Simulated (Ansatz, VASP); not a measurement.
**One calculation of Al2Cu, two programs**

Contents of INCAR:

```
SYSTEM = Al2Cu
PREC = Accurate ; ENCUT = 520
EDIFF = 1E-7 ; ISMEAR = 0
SIGMA = 0.15 ; LREAL = .False.
LASPH = .True. ; NELM = 100
ALGO = Fast ; ISIF = 2
LWAVE = .False. ; LCHARG = .False.
GGA = PE ; NBANDS = 16
```

File KPOINTS:

```
regular mesh
0
Gamma
  16 16 16
  0 0 0
```

The input POSCAR:

```
Al2Cu
1.0
   -2.0446280232      1.8912809215      2.8912313231
    2.0446280232     -1.8912809215      2.8912313231
    2.0446280232      1.8912809215     -2.8912313231
Al Cu
2 1
Direct
    0.7500000000      0.2500000000      0.5000000000
    0.2500000000      0.7500000000      0.5000000000
    0.5000000000      0.5000000000      0.0000000000
```

Input for Ansatz:

```yaml
crystal:
  lattice:
    - [-2.0446280232, 1.8912809215, 2.8912313231]
    - [2.0446280232, -1.8912809215, 2.8912313231]
    - [2.0446280232, 1.8912809215, -2.8912313231]
  atoms:
    - { symbol: Al, position: [0.75, 0.25, 0.5] }
    - { symbol: Al, position: [0.25, 0.75, 0.5] }
    - { symbol: Cu, position: [0.5, 0.5, 0.0] }
basis:
  ecutwfc: 420
kpoints:
  mp_grid: { grid: [16, 16, 16] }
hamiltonian:
  xc: pbe
scf:
  occupations: { method: gaussian, width: 0.15 }
output:
  forces: true
  stress: true
  eigenvalues: true
```

Change from the starting cell: strain -0.0750 x Voigt [0, 1, 0, 0, 0, 0], atoms carried along.

Alike in both runs: task single point; functional PBE; k mesh 16 × 16 × 16; occupations gaussian, width 0.15 eV; no spin polarisation.

|  | VASP | Ansatz |
| --- | --- | --- |
| version | VASP 6.6.1 | Ansatz 0.2.0 |
| potentials or method | VASP PAW PBE potentials, release 64 (Al, Cu), cutoff 520 eV | scalar-relativistic, plane waves, PAW |
| valence electrons in the cell | 17 | 25 |

VASP gave:

```
gap on the k mesh at the Fermi level (eV)                     : none
pressure (GPa)                                                : 9.6
traceless stress, the component that is largest in VASP (GPa) : 8.02
rms of the force components (eV/Å)                            : 0.255
```

Q: What did Ansatz give for the same quantities?

A: gap on the k mesh at the Fermi level (eV): none; pressure (GPa): 9.5; traceless stress, the component that is largest in VASP (GPa): 8.05; rms of the force components (eV/Å): 0.255.

Atom by atom the forces differ by 0.000 eV/Å (rms over components). A gap of «none» marks a metal or a gap that the smearing closes. VASP's potentials hold 17 valence electrons a cell and Ansatz's 25, so a difference there can come from the potentials and not from the codes.
